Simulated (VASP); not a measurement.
Here is a VASP 6.6.1 calculation.

Contents of INCAR:

```
SYSTEM = CoO
ALGO = Normal
EDIFF = 1E-6
ENCUT = 520
GGA = PS
ISIF = 2
ISMEAR = 0
ISPIN = 2
LASPH = .TRUE.
LCHARG = .FALSE.
LMAXMIX = 4
LORBIT = 11
LREAL = .FALSE.
LWAVE = .FALSE.
MAGMOM = 2.74 0.38
NBANDS = 18
NELM = 150
PREC = Accurate
SIGMA = 0.2
```

KPOINTS

```
k-points
0
G
  10 10 10
  0 0 0
```

File POSCAR:

```
CoO
1.0
   -1.5080001529      1.5080001529      2.1072499549
    1.5080001529     -1.5080001529      2.1072499549
    1.5080001529      1.5080001529     -2.1072499549
Co O
1 1
Direct
    0.0000000000      0.0000000000      0.0000000000
    0.5000000000      0.5000000000      0.0000000000
```

Potentials or basis: VASP PAW PBE potentials, release 64 (Co, O).

The run is started by

```bash
$ cat potpaw_PBE.64/Co/POTCAR potpaw_PBE.64/O/POTCAR > POTCAR
$ mpirun -np 1 vasp_std > vasp.out
```

(1) Estimate the site moments.

(2) What does it give for the pressure?

(3) Estimate the net moment.

## Answers

(1) Co +2.53; O +0.30 μB.

(2) -9.7 GPa.

(3) 2.88 μB per cell.

Caveat: the PAW data sets were made with another functional, which shifts forces and pressure a little; a cell with one magnetic atom can't hold antiferromagnetic order, which such compounds often take.
